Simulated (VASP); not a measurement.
# SrTiO3 (Pm-3m) in VASP: further runs

Runs on SrTiO3. Level: PBEsol. Tasks: single point, relaxation of cell and atoms.

Everything below comes from runs of VASP 6.6.1. Logs are shortened: lines on timing, memory, paths and dates and some standing lists are left out, and cuts for length are marked.

### Step 1. The cell of the first run

The structure is cubic, space group Pm-3m (No. 221). The conventional cell has a = 3.891 Å, b = 3.891 Å, c = 3.891 Å, α = 90.00°, β = 90.00°, γ = 90.00°. Within 3.6 Å of Sr (site symmetry m-3m) lie 12 O at 2.75 Å and 8 Ti at 3.37 Å. Ti (site symmetry m-3m) has 6 O at 1.95 Å within 2.6 Å. Within 2.6 Å of O (site symmetry 4/mmm) lie 2 Ti at 1.95 Å.

### Step 2. Single point, PBEsol

INCAR reads:

```
PREC     = Accurate       # precision mode
ENCUT    = 520            # plane-wave cutoff, eV
EDIFF    = 1E-7           # SCF threshold, eV
ISMEAR   = 0              # smearing method
SIGMA    = 0.02           # smearing width, eV
LREAL    = F              # projectors in reciprocal space
LASPH    = T              # aspherical terms in the spheres
NELM     = 100            # most SCF steps
ALGO     = Normal         # electronic algorithm
ISIF     = 2              # what is computed and relaxed
LWAVE    = F              # write WAVECAR
LCHARG   = F              # write CHGCAR
GGA      = PS             # functional
NBANDS   = 28             # bands
```

KPOINTS reads:

```
regular mesh
0
Gamma
  8 8 8
```

POSCAR reads:

```
SrTiO3
1.0
    3.8911252269      0.0000000000      0.0000000000
    0.0000000000      3.8911252269      0.0000000000
    0.0000000000      0.0000000000      3.8911252269
Sr Ti O
1 1 3
Direct
    0.0000000000      0.0000000000      0.0000000000
    0.5000000000      0.5000000000      0.5000000000
    0.5000000000      0.0000000000      0.5000000000
    0.5000000000      0.5000000000      0.0000000000
    0.0000000000      0.5000000000      0.5000000000
```

Potentials or basis: VASP PAW PBE potentials, release 64 (Sr_sv, Ti_sv, O).

Run with:

```bash
cat potpaw_PBE.64/Sr_sv/POTCAR potpaw_PBE.64/Ti_sv/POTCAR potpaw_PBE.64/O/POTCAR > POTCAR
mpirun -np 1 vasp_std > vasp.out
```

OUTCAR:

```text
PREC = Accurate
   ENCUT = 520
   EDIFF = 1E-7
   ISMEAR = 0
   LREAL = F
   LASPH = T
   NELM = 100
   ISIF = 2
   GGA = PS

 ion  position               nearest neighbor table
   1  0.000  0.000  0.000-   3 2.75   4 2.75   5 2.75   3 2.75   5 2.75   4 2.75   5 2.75   5 2.75
                             3 2.75   4 2.75   3 2.75   4 2.75   2 3.37   2 3.37   2 3.37   2 3.37
   2  0.500  0.500  0.500-   3 1.95   4 1.95   5 1.95   4 1.95   3 1.95   5 1.95   1 3.37   1 3.37
                             1 3.37   1 3.37   1 3.37   1 3.37   1 3.37   1 3.37
   3  0.500  0.000  0.500-   2 1.95   2 1.95   1 2.75   1 2.75   1 2.75   1 2.75
   4  0.500  0.500  0.000-   2 1.95   2 1.95   1 2.75   1 2.75   1 2.75   1 2.75
   5  0.000  0.500  0.500-   2 1.95   2 1.95   1 2.75   1 2.75   1 2.75   1 2.75

  LATTYP: Found a simple cubic cell.
 ALAT       =     3.8911252269

  Lattice vectors:

 A1 = (   3.8911252269,   0.0000000000,   0.0000000000)
 A2 = (   0.0000000000,   3.8911252269,   0.0000000000)
 A3 = (   0.0000000000,   0.0000000000,   3.8911252269)

Analysis of symmetry for initial positions (statically):
=====================================================================
 Subroutine PRICEL returns:
 Original cell was already a primitive cell.

 Routine SETGRP: Setting up the symmetry group for a
 simple cubic supercell.

 Subroutine GETGRP returns: Found 48 space group operations
 (whereof 48 operations were pure point group operations)
 out of a pool of 48 trial point group operations.

The static configuration has the point symmetry O_h .

Analysis of symmetry for dynamics (positions and initial velocities):
=====================================================================
 Subroutine PRICEL returns:
 Original cell was already a primitive cell.

 Routine SETGRP: Setting up the symmetry group for a
 simple cubic supercell.

 Subroutine GETGRP returns: Found 48 space group operations
 (whereof 48 operations were pure point group operations)
 out of a pool of 48 trial point group operations.

The dynamic configuration has the point symmetry O_h .

 Subroutine INISYM returns: Found 48 space group operations
 (whereof 48 operations are pure point group operations),
 and found     1 'primitive' translations

----------------------------------------------------------------------------------------

                                     Primitive cell

  volume of cell :      58.9150

  direct lattice vectors                    reciprocal lattice vectors
     3.891125227  0.000000000  0.000000000     0.256995070  0.000000000  0.000000000
     0.000000000  3.891125227  0.000000000     0.000000000  0.256995070  0.000000000
     0.000000000  0.000000000  3.891125227     0.000000000  0.000000000  0.256995070

  length of vectors
     3.891125227  3.891125227  3.891125227     0.256995070  0.256995070  0.256995070

  position of ions in fractional coordinates (direct lattice)
     0.000000000  0.000000000  0.000000000
     0.500000000  0.500000000  0.500000000
     0.500000000  0.000000000  0.500000000
     0.500000000  0.500000000  0.000000000
     0.000000000  0.500000000  0.500000000

  ion indices of the primitive-cell ions
   primitive index   ion index
                 1           1
                 2           2
                 3           3
                 4           4
                 5           5

----------------------------------------------------------------------------------------

 KPOINTS: regular mesh

Automatic generation of k-mesh.
 Grid dimensions read from file:
 generate k-points for:    8    8    8

 Generating k-lattice:

  Cartesian coordinates                     Fractional coordinates (reciprocal lattice)
     0.032124384  0.000000000  0.000000000     0.125000000  0.000000000  0.000000000
     0.000000000  0.032124384  0.000000000     0.000000000  0.125000000  0.000000000
     0.000000000  0.000000000  0.032124384     0.000000000  0.000000000  0.125000000

  Length of vectors
     0.032124384  0.032124384  0.032124384

  Shift w.r.t. Gamma in fractional coordinates (k-lattice)
     0.000000000  0.000000000  0.000000000

 Subroutine IBZKPT returns following result:
 ===========================================

 Found     35 irreducible k-points:

 Following reciprocal coordinates:
            Coordinates               Weight
  0.000000  0.000000  0.000000      1.000000
  0.125000  0.000000  0.000000      6.000000
  0.250000  0.000000  0.000000      6.000000
  0.375000  0.000000  0.000000      6.000000
  0.500000  0.000000  0.000000      3.000000
  0.125000  0.125000  0.000000     12.000000
[... 16 lines left out ...]
  0.375000  0.375000  0.125000     24.000000
  0.500000  0.375000  0.125000     24.000000
 [... further k-points ...]
   k-points           NKPTS =     35   k-points in BZ     NKDIM =     35   number of bands    NBANDS=     28
   number of dos      NEDOS =    301   number of ions     NIONS =      5
   total plane-waves  NPLWV =  27000
   dimension x,y,z NGX =    30 NGY =   30 NGZ =   30
   dimension x,y,z NGXF=    60 NGYF=   60 NGZF=   60
   ions per type =               1   1   3
   NGX,Y,Z   is equivalent  to a cutoff of  12.82, 12.82, 12.82 a.u.
   NGXF,Y,Z  is equivalent  to a cutoff of  25.63, 25.63, 25.63 a.u.
 SYSTEM =  unknown system
   PREC   = accura    normal or accurate (medium, high low for compatibility)
   ISTART =      0    job   : 0-new  1-cont  2-samecut
   ICHARG =      2    charge: 1-file 2-atom 10-const
   ISPIN  =      1    spin polarized calculation?
   LNONCOLLINEAR =      F non collinear calculations
   LSORBIT =      F    spin-orbit coupling
   LASPH  =      T    aspherical Exc in radial PAW
   ENCUT  =  520.0 eV  38.22 Ry    6.18 a.u.   7.23  7.23  7.23*2*pi/ulx,y,z
   NELM   =    100;   NELMIN=  2; NELMDL= -5     # of ELM steps
   EDIFF  = 0.1E-06   stopping-criterion for ELM
   LREAL  =      F    real-space projection
   EDIFFG = 0.1E-05   stopping-criterion for IOM
   NSW    =      0    number of steps for IOM
   IBRION =     -1    ionic relax: 0-MD 1-quasi-New 2-CG
   NFREE  =      0    steps in history (QN), initial steepest desc. (CG)
   ISIF   =      2    stress and relaxation
   ISYM   =      2    0-nonsym 1-usesym 2-fastsym
   POTIM  = 0.5000    time-step for ionic-motion
   TEBEG  =    0.0;   TEEND  =   0.0 temperature during run
   PSTRESS=    0.0 pullay stress
   NELECT =      40.0000    total number of electrons
   NUPDOWN=      -1.0000    fix difference up-down
   EMIN   =  10.00;   EMAX   =-10.00  energy-range for DOS
   EFERMI =   0.00;   METHOD = LEGACY
   ISMEAR =     0;   SIGMA  =   0.02  broadening in eV -4-tet -1-fermi 0-gaus
   EFERMI_NEDOS =   21; number of points for ismear=-14 and -15
   IALGO  =     38    algorithm
   IMIX   =      4    mixing-type and parameters
     AMIX     =   0.40;   BMIX     =  1.00
     AMIX_MAG =   1.60;   BMIX_MAG =  1.00
  volume/ion in A,a.u.               =      11.78        79.52
  Fermi-wavevector in a.u.,A,eV,Ry     =   1.438864  2.719058 28.168528  2.070328
  Thomas-Fermi vector in A             =   2.557783
   LORBIT       =      0    0 simple, 1 ext, 2 COOP (PROOUT), +10 PAW based schemes
   GGA     = PS    functional components
   LHFCALC =     F    Hartree Fock is set to
   AEXX    =    0.0000 exact exchange contribution
   IVDW    =     0    specifies the selected vdW correction
   LEPSILON=     F    determine dielectric tensor
   LRPA    =     F    only Hartree local field effects (RPA)
 non-spin polarized calculation
 Gauss-broadening in eV      SIGMA  =   0.02
  energy-cutoff  :      520.00
  volume of cell :       58.91
 maximum number of plane-waves:      1622
 NGX is ok and might be reduce to    30
   NGX = 15   NGY = 15   NGZ = 15

 number of electron      40.0000013 magnetization

 Free energy of the ion-electron system (eV)
  ---------------------------------------------------
  ext. energy  EPLUGINS =         0.00000000
  ---------------------------------------------------
  free energy    TOTEN  =       -42.01576049 eV

  energy without entropy =      -42.01576049  energy(sigma->0) =      -42.01576049

 E-fermi :   4.2920     XC(G=0): -11.5968

 val. band max:        4.1136618908   @ k =   0.5000   0.5000   0.5000
 cond. band min:       5.9335592646   @ k =   0.0000   0.0000   0.0000
 fundamental gap:      1.8198973738
 Fermi energy:         4.2919858554

 k-point     1 :       0.0000    0.0000    0.0000
  band No.  band energies     occupation
      1     -52.0427      2.00000
      2     -28.4997      2.00000
      3     -28.4120      2.00000
      4     -28.4120      2.00000
      5     -28.4120      2.00000
      6     -13.2853      2.00000
[... 20 lines left out ...]
     27       9.4020      0.00000
     28      10.2270      0.00000

 k-point     2 :       0.1250    0.0000    0.0000
  band No.  band energies     occupation
      1     -52.0424      2.00000
      2     -28.5191      2.00000
      3     -28.4115      2.00000
      4     -28.4115      2.00000
      5     -28.4001      2.00000
      6     -13.2920      2.00000
[... 20 lines left out ...]
     27       9.6889      0.00000
     28      10.6072      0.00000

 k-point     3 :       0.2500    0.0000    0.0000
  band No.  band energies     occupation
      1     -52.0418      2.00000
      2     -28.5573      2.00000
      3     -28.4104      2.00000
      4     -28.4104      2.00000
      5     -28.3797      2.00000
      6     -13.3604      2.00000
[... 20 lines left out ...]
     27      10.3789      0.00000
     28      11.6376      0.00000

 k-point     4 :       0.3750    0.0000    0.0000
  band No.  band energies     occupation
      1     -52.0412      2.00000
      2     -28.5906      2.00000
      3     -28.4093      2.00000
      4     -28.4093      2.00000
      5     -28.3640      2.00000
      6     -13.4710      2.00000
[... 20 lines left out ...]
     27      11.1460      0.00000
     28      12.1731      0.00000

 k-point     5 :       0.5000    0.0000    0.0000
  band No.  band energies     occupation
      1     -52.0410      2.00000
      2     -28.6036      2.00000
      3     -28.4088      2.00000
      4     -28.4088      2.00000
      5     -28.3583      2.00000
      6     -13.5223      2.00000
[... 20 lines left out ...]
     27      11.4958      0.00000
     28      12.1141      0.00000

 k-point     6 :       0.1250    0.1250    0.0000
  band No.  band energies     occupation
      1     -52.0422      2.00000
      2     -28.5283      2.00000
      3     -28.4230      2.00000
      4     -28.4111      2.00000
      5     -28.3867      2.00000
      6     -13.2801      2.00000
[... 463 lines left out ...]
      5     -28.3841      2.00000
      6     -13.0941      2.00000
[... 20 lines left out ...]
     27      12.0136      0.00000
     28      12.3809      0.00000

 k-point    22 :       0.5000    0.2500    0.1250
  band No.  band energies     occupation
      1     -52.0399      2.00000
      2     -28.5549      2.00000
      3     -28.4474      2.00000
      4     -28.4187      2.00000
      5     -28.3924      2.00000
      6     -13.0970      2.00000
[... 20 lines left out ...]
     27      12.2349      0.00000
     28      12.5440      0.00000

 k-point    23 :       0.3750    0.3750    0.1250
  band No.  band energies     occupation
      1     -52.0396      2.00000
      2     -28.5234      2.00000
      3     -28.4751      2.00000
      4     -28.4200      2.00000
      5     -28.4058      2.00000
      6     -12.8641      2.00000
[... 20 lines left out ...]
     27      12.3129      0.00000
     28      12.7672      0.00000

 k-point    24 :       0.5000    0.3750    0.1250
  band No.  band energies     occupation
      1     -52.0393      2.00000
      2     -28.5162      2.00000
      3     -28.4747      2.00000
      4     -28.4232      2.00000
      5     -28.4176      2.00000
      6     -12.7723      2.00000
[... 20 lines left out ...]
     27      12.3678      0.00000
     28      12.8759      0.00000

 [... further k-points ...]

------------------------ aborting loop because EDIFF is reached ----------------------------------------

  FORCE on cell =-STRESS in cart. coord.  units (eV):
  Direction    XX          YY          ZZ          XY          YZ          ZX
  --------------------------------------------------------------------------------------
  -------------------------------------------------------------------------------------
  Total        0.2475595      0.2475595      0.2475595      0.0000000     -0.0000000      0.0000000
  in kB        6.7323175      6.7323175      6.7323175      0.0000000     -0.0000000      0.0000000
  external PRESSURE =       6.7323175 kB  Pullay stress =       0.0000000 kB

 VOLUME and BASIS-vectors are now :
 -----------------------------------------------------------------------------
  energy-cutoff  :      520.00
  volume of cell :       58.91
      direct lattice vectors                 reciprocal lattice vectors
     3.891125227  0.000000000  0.000000000     0.256995070  0.000000000  0.000000000
     0.000000000  3.891125227  0.000000000     0.000000000  0.256995070  0.000000000
     0.000000000  0.000000000  3.891125227     0.000000000  0.000000000  0.256995070

 POSITION                                       TOTAL-FORCE (eV/Angst)
 -----------------------------------------------------------------------------------
      0.00000      0.00000      0.00000         0.000000      0.000000      0.000000
      1.94556      1.94556      1.94556         0.000000      0.000000      0.000000
      1.94556      0.00000      1.94556         0.000000      0.000000      0.000000
      1.94556      1.94556      0.00000         0.000000      0.000000      0.000000
      0.00000      1.94556      1.94556         0.000000      0.000000      0.000000
 -----------------------------------------------------------------------------------
    total drift:                                0.000000      0.000000     -0.000000

  FREE ENERGIE OF THE ION-ELECTRON SYSTEM (eV)
  ---------------------------------------------------
  free  energy   TOTEN  =       -42.0157604865 eV

  energy  without entropy=      -42.0157604865  energy(sigma->0) =      -42.01576049
```

It took 63 s on 1 thread of Intel Xeon Platinum 8259CL at 2.50GHz (Skylake/Cascade Lake), shared host; peak memory 0.2 GiB.

What came out:

```
Free energy            : -42.0158 eV
Pressure               : 0.7 GPa
Band gap on the k mesh : 1.82 eV (least direct gap 2.17 eV)
```

Caveat: the PAW data sets were made with another functional, which shifts forces and pressure a little. A k mesh can miss the band edges.

### Step 3. Relaxation of cell and atoms, PBEsol

This run uses another cell than the first one, of 11.98 Å³/atom.

INCAR reads:

```
PREC = Accurate ; ENCUT = 600
EDIFF = 1E-6 ; ISMEAR = 0
SIGMA = 0.02 ; LREAL = False
LASPH = True ; NELM = 80
ALGO = Normal ; ISIF = 3
LWAVE = False ; LCHARG = False
GGA = PS ; IBRION = 2
NSW = 100 ; EDIFFG = -0.005
```

KPOINTS reads:

```
Automatic mesh
0
Gamma
  8 8 8
```

Changes to POSCAR since step 2:

```diff
@@ -2,5 +2,5 @@
 1.0
-    3.8911252269      0.0000000000      0.0000000000
-    0.0000000000      3.8911252269      0.0000000000
-    0.0000000000      0.0000000000      3.8911252269
+    3.9127013100      0.0000000000      0.0000000000
+    0.0000000000      3.9127013100      0.0000000000
+    0.0000000000      0.0000000000      3.9127013100
 Sr Ti O
```

Potentials or basis: VASP PAW PBE potentials, release 64 (Sr_sv, Ti_sv, O).

Run with:

```bash
cat potpaw_PBE.64/Sr_sv/POTCAR potpaw_PBE.64/Ti_sv/POTCAR potpaw_PBE.64/O/POTCAR > POTCAR
mpirun -np 1 vasp_std > vasp.out
```

Wall time 2.3 min (1 thread of Intel Xeon Platinum 8259CL at 2.50GHz (Skylake/Cascade Lake), shared host); peak memory 0.23 GiB.

Results (log left out):

* Free energy: -42.0241 eV
* Relaxed volume: 11.82 Å³/atom
* Relaxed cell: a = 3.895 Å, b = 3.895 Å, c = 3.895 Å, α = 90.00°, β = 90.00°, γ = 90.00°
* Space group after relaxing (to 0.1 Å): Pm-3m (No. 221)
* Energy gained by relaxing: 1.3 meV/atom
* Ionic steps: 3
* Pressure after relaxing: 0.0 GPa
* Band gap on the k mesh: 1.82 eV (least direct gap 2.17 eV)

The path:
```
step  energy change (eV)  largest force (eV/Å)  pressure (GPa)  volume (Å³)
   1              0.0000                0.0000           -2.53        59.90
   2             -0.0001                0.0000            2.58        58.28
   3             -0.0065                0.0000           -0.02        59.08
```

Final structure:
```xyz
5
Lattice="3.8948 0.0000 0.0000 0.0000 3.8948 0.0000 0.0000 0.0000 3.8948" Properties=species:S:1:pos:R:3 pbc="T T T"
Sr    0.0000    0.0000    0.0000
Ti    1.9474    1.9474    1.9474
O     1.9474    0.0000    1.9474
O     1.9474    1.9474    0.0000
O     0.0000    1.9474    1.9474
```

Levels at points of the mesh, in eV from the valence-band top:
| k point | band 17 | band 18 | band 19 | band 20 | band 21 | band 22 | band 23 | band 24 |
| --- | --- | --- | --- | --- | --- | --- | --- | --- |
| (0.00, 0.00, 0.00) | -1.20 | -0.35 | -0.35 | -0.35 | 1.82 | 1.82 | 1.82 | 4.39 |
| (0.50, 0.00, 0.00) | -2.41 | -2.06 | -0.74 | -0.74 | 2.00 | 3.82 | 3.82 | 4.41 |
| (0.50, 0.50, 0.00) | -1.74 | -1.60 | -1.60 | -0.10 | 3.83 | 3.83 | 4.28 | 5.38 |
| (0.50, 0.50, 0.50) | -3.80 | 0.00 | 0.00 | 0.00 | 4.52 | 4.52 | 4.52 | 6.89 |

Caveat: the PAW data sets were made with another functional, which shifts forces and pressure a little. A k mesh can miss the band edges.
